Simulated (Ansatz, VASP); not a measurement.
# One calculation of Hf, two programs

POSCAR

```
Hf
1.0
    0.0000000000      2.4116897647      1.8811180165
    2.4116897647      0.0000000000      1.8811180165
    2.4116897647      2.4116897647      0.0000000000
Hf
1
Direct
    0.0000000000      0.0000000000      0.0000000000
```

File INCAR.step1:

```
SYSTEM = Hf
PREC     = Accurate       ! precision mode
ENCUT    = 520            ! plane-wave cutoff, eV
ISMEAR   = 0              ! smearing method
SIGMA    = 0.15           ! smearing width, eV
LREAL    = .False.        ! projectors in reciprocal space
LASPH    = .True.         ! aspherical terms in the spheres
NELM     = 80             ! most SCF steps
NBANDS   = 11             ! bands
GGA      = PE             ! functional
ALGO     = Normal         ! electronic algorithm
EDIFF    = 1E-4           ! SCF threshold, eV
LWAVE    = .True.         ! write WAVECAR
LCHARG   = .False.        ! write CHGCAR
```

The input INCAR.step2:

```
SYSTEM = Hf
PREC     = Accurate       ! precision mode
ENCUT    = 520            ! plane-wave cutoff, eV
EDIFF    = 1E-6           ! SCF threshold, eV
ISMEAR   = 0              ! smearing method
SIGMA    = 0.15           ! smearing width, eV
LREAL    = .False.        ! projectors in reciprocal space
LASPH    = .True.         ! aspherical terms in the spheres
NELM     = 80             ! most SCF steps
ALGO     = Normal         ! electronic algorithm
ISIF     = 2              ! what is computed and relaxed
LWAVE    = .False.        ! write WAVECAR
LCHARG   = .False.        ! write CHGCAR
METAGGA  = R2SCAN         ! meta-GGA
LMIXTAU  = .True.       
NBANDS   = 11             ! bands
ISTART   = 1
```

File KPOINTS:

```
Automatic mesh
0
Gamma
  20 20 20
  0 0 0
```

Input for Ansatz:

```yaml
crystal:
  lattice:
    - [0.0, 2.4116897647, 1.8811180165]
    - [2.4116897647, 0.0, 1.8811180165]
    - [2.4116897647, 2.4116897647, 0.0]
  atoms:
    - { symbol: Hf, position: [0.0, 0.0, 0.0] }
basis:
  ecutwfc: 500
kpoints:
  mp_grid: { grid: [20, 20, 20] }
hamiltonian:
  xc: r2scan
scf:
  occupations: { method: gaussian, width: 0.15 }
output:
  forces: true
  stress: true
  eigenvalues: true
```

Alike in both runs: task single point; functional r2SCAN; k mesh 20 × 20 × 20; occupations gaussian, width 0.15 eV; no spin polarisation.

|  | VASP | Ansatz |
| --- | --- | --- |
| version | VASP 6.6.1 | Ansatz 0.2.0 |
| potentials or method | VASP PAW PBE potentials, release 64 (Hf_pv), cutoff 520 eV | scalar-relativistic, plane waves, PAW |
| valence electrons in the cell | 10 | 26 |

VASP gave:

```
gap on the k mesh at the Fermi level (eV)                     : none
pressure (GPa)                                                : 1.5
traceless stress, the component that is largest in VASP (GPa) : 3.34
```

**Question.** Which values does Ansatz return?

**Answer.** gap on the k mesh at the Fermi level (eV): none; pressure (GPa): 1.9; traceless stress, the component that is largest in VASP (GPa): 3.17.

VASP's potentials were made for PBE, not for r2SCAN. A gap of «none» marks a metal or a gap that the smearing closes. VASP's potentials hold 10 valence electrons a cell and Ansatz's 26, so a difference there can come from the potentials and not from the codes.

Spin-orbit coupling is off throughout.
